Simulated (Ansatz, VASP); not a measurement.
**One calculation of BeS, two programs**

```
CELL_PARAMETERS angstrom
0.00000 2.43431 2.40996
2.43431 0.00000 2.40996
2.43431 2.43431 0.00000
ATOMIC_POSITIONS crystal
Be 0.00000 0.00000 0.00000
S 0.25000 0.25000 0.25000
```

Change from the starting cell: uniaxial_z strain -1.0%.

Alike in both runs: task single point; functional r2SCAN; k mesh 10 × 10 × 10; no spin polarisation.

|  | VASP | Ansatz |
| --- | --- | --- |
| version | VASP 6.6.1 | Ansatz 0.2.0 |
| potentials or method | VASP PAW PBE potentials, release 64 (Be, S) | plane waves, PAW |
| plane-wave cutoff (eV) | 520 | 500 |
| occupations | gaussian, width 0.01 eV | fixed |
| valence electrons in the cell | 8 | 8 |

```csv
,VASP,Ansatz,Ansatz less VASP
gap on the k mesh at the Fermi level (eV),3.49,3.48,-0.009
pressure (GPa),1.3,1.0,-0.28
"traceless stress, the component that is largest in VASP (GPa)",0.66,0.67,+0.010
```

VASP's potentials were made for PBE, not for r2SCAN.
